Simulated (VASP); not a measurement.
# Si in VASP: single point with r2SCAN

Aim: the single point of Si with r2SCAN.

Everything below comes from runs of VASP 6.6.1. Logs are shortened: lines on timing, memory, paths and dates and some standing lists are left out, and cuts for length are marked.

## Step 1: The cell of the first run

The typed cell holds 8 atoms: a = 5.061 Å, b = 5.061 Å, c = 5.375 Å, α = 90.00°, β = 90.00°, γ = 56.14°.

## Step 2: Single point, r2SCAN (strain -0.030 along x and y, +0.000 along z)

File POSCAR:

```
Si
1.0
    4.4660394146     -2.3816811038      0.0000000000
    4.4660394146      2.3816811038      0.0000000000
    0.0000000000      0.0000000000      5.3752767120
Si
8
Direct
    0.4999882949      0.5000117051      0.7708469308
    0.5000117051      0.4999882949      0.2291530692
    0.0000117051      0.9999882949      0.2708469308
    0.9999882949      0.0000117051      0.7291530692
    0.7251470617      0.7251470617      0.5000000000
    0.2251470617      0.2251470617      0.0000000000
    0.2748529383      0.2748529383      0.5000000000
    0.7748529383      0.7748529383      0.0000000000
```

File INCAR.step1:

```
  PREC = Accurate
  ENCUT = 520
  ISMEAR = 0
  SIGMA = 0.15
  LREAL = False
  LASPH = True
  NELM = 100
  NBANDS = 26
  GGA = PE
  ALGO = Normal
  EDIFF = 1E-4
  LWAVE = True
  LCHARG = False
```

File INCAR.step2:

```
  PREC = Accurate
  ENCUT = 520
  EDIFF = 1E-6
  ISMEAR = 0
  SIGMA = 0.15
  LREAL = False
  LASPH = True
  NELM = 100
  ALGO = Normal
  ISIF = 2
  LWAVE = False
  LCHARG = True
  METAGGA = R2SCAN
  LMIXTAU = True
  LELF = True
  LVHAR = True
  NBANDS = 26
  ISTART = 1
```

File KPOINTS:

```
Automatic mesh
0
Gamma
  10 10 8
```

Potentials or basis: VASP PAW PBE potentials, release 64 (Si).

Launch:

```bash
> cat potpaw_PBE.64/Si/POTCAR > POTCAR
> cp INCAR.step1 INCAR
> mpirun -np 1 vasp_std > vasp.out
> cp INCAR.step2 INCAR
> mpirun -np 1 vasp_std > vasp.out
```

OUTCAR:

```text
PREC = Accurate
   ENCUT = 520
   EDIFF = 1E-6
   ISMEAR = 0
   LREAL = False
   LASPH = True
   NELM = 100
   ISIF = 2
   METAGGA = R2SCAN
   ISTART = 1

 ion  position               nearest neighbor table
   1  0.500  0.500  0.771-   4 2.39   4 2.39   2 2.46   5 2.48   7 2.48   6 2.75   8 2.75   2 2.91

   2  0.500  0.500  0.229-   3 2.39   3 2.39   1 2.46   5 2.48   7 2.48   6 2.75   8 2.75   1 2.91

   3  0.000  1.000  0.271-   2 2.39   2 2.39   4 2.46   6 2.48   8 2.48   7 2.75   5 2.75   4 2.91

   4  1.000  0.000  0.729-   1 2.39   1 2.39   3 2.46   6 2.48   8 2.48   7 2.75   5 2.75   3 2.91

   5  0.725  0.725  0.500-   7 2.42   7 2.42   1 2.48   2 2.48   8 2.72   8 2.72   3 2.75   4 2.75

   6  0.225  0.225  0.000-   8 2.42   8 2.42   3 2.48   4 2.48   7 2.72   7 2.72   1 2.75   2 2.75

   7  0.275  0.275  0.500-   5 2.42   5 2.42   1 2.48   2 2.48   6 2.72   6 2.72   3 2.75   4 2.75

   8  0.775  0.775  0.000-   6 2.42   6 2.42   3 2.48   4 2.48   5 2.72   5 2.72   1 2.75   2 2.75

  LATTYP: Found a base centered orthorhombic cell.
 ALAT       =     4.7633622076
 B/A-ratio  =     1.8751626351
 C/A-ratio  =     1.1284627282

  Lattice vectors:

 A1 = (  -4.4660394146,  -2.3816811038,   0.0000000000)
 A2 = (   4.4660394146,  -2.3816811038,   0.0000000000)
 A3 = (   0.0000000000,   0.0000000000,   5.3752767120)

Analysis of symmetry for initial positions (statically):
=====================================================================
 Subroutine PRICEL returns:
 Original cell was already a primitive cell.

 Routine SETGRP: Setting up the symmetry group for a
 base centered orthorhombic supercell.

 Subroutine GETGRP returns: Found  8 space group operations
 (whereof  4 operations were pure point group operations)
 out of a pool of  8 trial point group operations.

The static configuration has the point symmetry C_2h.
 The point group associated with its full space group is D_2h.

Analysis of symmetry for dynamics (positions and initial velocities):
=====================================================================
 Subroutine PRICEL returns:
 Original cell was already a primitive cell.

 Routine SETGRP: Setting up the symmetry group for a
 base centered orthorhombic supercell.

 Subroutine GETGRP returns: Found  8 space group operations
 (whereof  4 operations were pure point group operations)
 out of a pool of  8 trial point group operations.

The dynamic configuration has the point symmetry C_2h.
 The point group associated with its full space group is D_2h.

 Subroutine INISYM returns: Found  8 space group operations
 (whereof  4 operations are pure point group operations),
 and found     1 'primitive' translations

----------------------------------------------------------------------------------------

                                     Primitive cell

  volume of cell :     114.3502

  direct lattice vectors                    reciprocal lattice vectors
     4.466039415 -2.381681104  0.000000000     0.111956020 -0.209935746  0.000000000
     4.466039415  2.381681104  0.000000000     0.111956020  0.209935746  0.000000000
     0.000000000  0.000000000  5.375276712     0.000000000  0.000000000  0.186036934

  length of vectors
     5.061414124  5.061414124  5.375276712     0.237922609  0.237922609  0.186036934

  position of ions in fractional coordinates (direct lattice)
     0.499988295  0.500011705  0.770846931
     0.500011705  0.499988295  0.229153069
     0.000011705  0.999988295  0.270846931
     0.999988295  0.000011705  0.729153069
     0.725147062  0.725147062  0.500000000
     0.225147062  0.225147062  0.000000000
     0.274852938  0.274852938  0.500000000
     0.774852938  0.774852938  0.000000000

  ion indices of the primitive-cell ions
   primitive index   ion index
                 1           1
                 2           2
                 3           3
                 4           4
                 5           5
                 6           6
                 7           7
                 8           8

----------------------------------------------------------------------------------------

 KPOINTS: Automatic mesh

Automatic generation of k-mesh.
 Grid dimensions read from file:
 generate k-points for:   10   10    8

 Generating k-lattice:

  Cartesian coordinates                     Fractional coordinates (reciprocal lattice)
     0.011195602 -0.020993575  0.000000000     0.100000000  0.000000000  0.000000000
     0.011195602  0.020993575  0.000000000     0.000000000  0.100000000  0.000000000
     0.000000000  0.000000000  0.023254617     0.000000000  0.000000000  0.125000000

  Length of vectors
     0.023792261  0.023792261  0.023254617

  Shift w.r.t. Gamma in fractional coordinates (k-lattice)
     0.000000000  0.000000000  0.000000000

 Subroutine IBZKPT returns following result:
 ===========================================

 Found    155 irreducible k-points:

 Following reciprocal coordinates:
            Coordinates               Weight
  0.000000  0.000000  0.000000      1.000000
  0.100000  0.000000  0.000000      4.000000
  0.200000  0.000000  0.000000      4.000000
  0.300000 -0.000000  0.000000      4.000000
  0.400000 -0.000000  0.000000      4.000000
  0.500000 -0.000000  0.000000      2.000000
[... 16 lines left out ...]
  0.300000  0.300000  0.000000      2.000000
  0.400000  0.300000  0.000000      4.000000
 [... further k-points ...]
   k-points           NKPTS =    155   k-points in BZ     NKDIM =    155   number of bands    NBANDS=     26
   number of dos      NEDOS =    301   number of ions     NIONS =      8
   total plane-waves  NPLWV =  64000
   dimension x,y,z NGX =    40 NGY =   40 NGZ =   40
   dimension x,y,z NGXF=    80 NGYF=   80 NGZF=   80
   ions per type =               8
   NGX,Y,Z   is equivalent  to a cutoff of  13.14, 13.14, 12.37 a.u.
   NGXF,Y,Z  is equivalent  to a cutoff of  26.28, 26.28, 24.74 a.u.
 SYSTEM =  unknown system
   PREC   = accura    normal or accurate (medium, high low for compatibility)
   ISTART =      1    job   : 0-new  1-cont  2-samecut
   ICHARG =      0    charge: 1-file 2-atom 10-const
   ISPIN  =      1    spin polarized calculation?
   LNONCOLLINEAR =      F non collinear calculations
   LSORBIT =      F    spin-orbit coupling
   LASPH  =      T    aspherical Exc in radial PAW
   ENCUT  =  520.0 eV  38.22 Ry    6.18 a.u.   9.41  9.41  9.99*2*pi/ulx,y,z
   NELM   =    100;   NELMIN=  2; NELMDL=  0     # of ELM steps
   EDIFF  = 0.1E-05   stopping-criterion for ELM
   LREAL  =      F    real-space projection
   EDIFFG = 0.1E-04   stopping-criterion for IOM
   NSW    =      0    number of steps for IOM
   IBRION =     -1    ionic relax: 0-MD 1-quasi-New 2-CG
   NFREE  =      0    steps in history (QN), initial steepest desc. (CG)
   ISIF   =      2    stress and relaxation
   ISYM   =      2    0-nonsym 1-usesym 2-fastsym
   POTIM  = 0.5000    time-step for ionic-motion
   TEBEG  =    0.0;   TEEND  =   0.0 temperature during run
   PSTRESS=    0.0 pullay stress
   NELECT =      32.0000    total number of electrons
   NUPDOWN=      -1.0000    fix difference up-down
   EMIN   =  10.00;   EMAX   =-10.00  energy-range for DOS
   EFERMI =   0.00;   METHOD = LEGACY
   ISMEAR =     0;   SIGMA  =   0.15  broadening in eV -4-tet -1-fermi 0-gaus
   EFERMI_NEDOS =   21; number of points for ismear=-14 and -15
   IALGO  =     38    algorithm
   IMIX   =      4    mixing-type and parameters
     AMIX     =   0.40;   BMIX     =  1.00
     AMIX_MAG =   1.60;   BMIX_MAG =  1.00
  volume/ion in A,a.u.               =      14.29        96.46
  Fermi-wavevector in a.u.,A,eV,Ry     =   1.070810  2.023538 15.600909  1.146634
  Thomas-Fermi vector in A             =   2.206532
   LORBIT       =      0    0 simple, 1 ext, 2 COOP (PROOUT), +10 PAW based schemes
   METAGGA = R2SCAN    functional components
   LHFCALC =     F    Hartree Fock is set to
   AEXX    =    0.0000 exact exchange contribution
   IVDW    =     0    specifies the selected vdW correction
   LEPSILON=     F    determine dielectric tensor
   LRPA    =     F    only Hartree local field effects (RPA)
 non-spin polarized calculation
 Gauss-broadening in eV      SIGMA  =   0.15
  energy-cutoff  :      520.00
  volume of cell :      114.35
 maximum number of plane-waves:      3100
 NGX is ok and might be reduce to    40
   NGX = 19   NGY = 19   NGZ = 19

 number of electron      32.0000002 magnetization

 Free energy of the ion-electron system (eV)
  ---------------------------------------------------
  ext. energy  EPLUGINS =         0.00000000
  ---------------------------------------------------
  free energy    TOTEN  =       -66.49656710 eV

  energy without entropy =      -66.46876971  energy(sigma->0) =      -66.48266841

 E-fermi :  10.0611     XC(G=0): -11.7797

 val. band max:       10.0555559134   @ k =   0.2000   0.1000   0.1250
 cond. band min:      10.0621277708   @ k =  -0.4000   0.3000   0.3750
 fundamental gap:      0.0065718573
 Fermi energy:        10.0610571447

 k-point     1 :       0.0000    0.0000    0.0000
  band No.  band energies     occupation
      1      -5.1071      2.00000
      2       0.0806      2.00000
      3       0.0810      2.00000
      4       2.1363      2.00000
      5       2.4903      2.00000
      6       2.6987      2.00000
[... 18 lines left out ...]
     25      17.4528      0.00000
     26      18.2177      0.00000

 k-point     2 :       0.1000    0.0000    0.0000
  band No.  band energies     occupation
      1      -5.0211      2.00000
      2       0.1625      2.00000
      3       0.1637      2.00000
      4       1.5676      2.00000
      5       1.7130      2.00000
      6       2.3404      2.00000
[... 18 lines left out ...]
     25      16.9740      0.00000
[... 608 lines left out ...]
     25      15.3871      0.00000
     26      16.0147      0.00000

 k-point    24 :       0.4000    0.3000    0.0000
  band No.  band energies     occupation
      1      -4.1072      2.00000
      2      -1.8191      2.00000
      3       0.2336      2.00000
      4       0.9628      2.00000
      5       1.0253      2.00000
      6       3.2590      2.00000
[... 18 lines left out ...]
     25      15.2224      0.00000
     26      15.3440      0.00000

 [... further k-points ...]

------------------------ aborting loop because EDIFF is reached ----------------------------------------

  FORCE on cell =-STRESS in cart. coord.  units (eV):
  Direction    XX          YY          ZZ          XY          YZ          ZX
  --------------------------------------------------------------------------------------
  -------------------------------------------------------------------------------------
  Total        5.3771850      8.0473458      3.1780660      0.0000000     -0.0000000      0.0000000
  in kB       75.3405137    112.7525218     44.5283410      0.0000000     -0.0000000      0.0000000
  external PRESSURE =      77.5404588 kB  Pullay stress =       0.0000000 kB

 VOLUME and BASIS-vectors are now :
 -----------------------------------------------------------------------------
  energy-cutoff  :      520.00
  volume of cell :      114.35
      direct lattice vectors                 reciprocal lattice vectors
     4.466039415 -2.381681104  0.000000000     0.111956020 -0.209935746  0.000000000
     4.466039415  2.381681104  0.000000000     0.111956020  0.209935746  0.000000000
     0.000000000  0.000000000  5.375276712     0.000000000  0.000000000  0.186036934

 POSITION                                       TOTAL-FORCE (eV/Angst)
 -----------------------------------------------------------------------------------
      4.46604      0.00006      4.14352         0.000000     -0.000162      0.108423
      4.46604     -0.00006      1.23176         0.000000      0.000162     -0.108423
      4.46604      2.38163      1.45588         0.000000      0.000162      0.108423
      4.46604     -2.38163      3.91940         0.000000     -0.000162     -0.108423
      6.47707      0.00000      2.68764         0.114972      0.000000     -0.000000
      2.01103      0.00000      0.00000         0.114972      0.000000      0.000000
      2.45501      0.00000      2.68764        -0.114972      0.000000      0.000000
      6.92105      0.00000      0.00000        -0.114972      0.000000      0.000000
 -----------------------------------------------------------------------------------
    total drift:                                0.000000     -0.000000      0.000000

  FREE ENERGIE OF THE ION-ELECTRON SYSTEM (eV)
  ---------------------------------------------------
  free  energy   TOTEN  =       -66.4965671004 eV

  energy  without entropy=      -66.4687697101  energy(sigma->0) =      -66.48266841
```

It took 42 min on 1 thread of Intel Xeon 8259CL, shared host; peak memory 0.42 GiB.

What came out:

| Item | Value |
| --- | --- |
| Free energy | -66.4966 eV |
| Pressure | 7.8 GPa |
| Largest force | 0.115 eV/Å |
| Band gap on the k mesh | zero (bands 16 and 17 overlap by 3.70 eV) |

Forces in eV/Å, atoms in the order of the input:
```
Si   0.000  0.000  0.108
Si   0.000  0.000 -0.108
Si   0.000  0.000  0.108
Si   0.000  0.000 -0.108
Si   0.115  0.000  0.000
Si   0.115  0.000  0.000
Si  -0.115  0.000  0.000
Si  -0.115  0.000  0.000
```

Stress tensor (GPa, compression positive):
```
 7.53  0.00  0.00
 0.00 11.28  0.00
 0.00  0.00  4.45
```

Caveat: the cell differs from its parent crystal (strain -0.030 along x and y, +0.000 along z); the cell stands under pressure; the PAW data sets were made with another functional, which shifts forces and pressure a little.
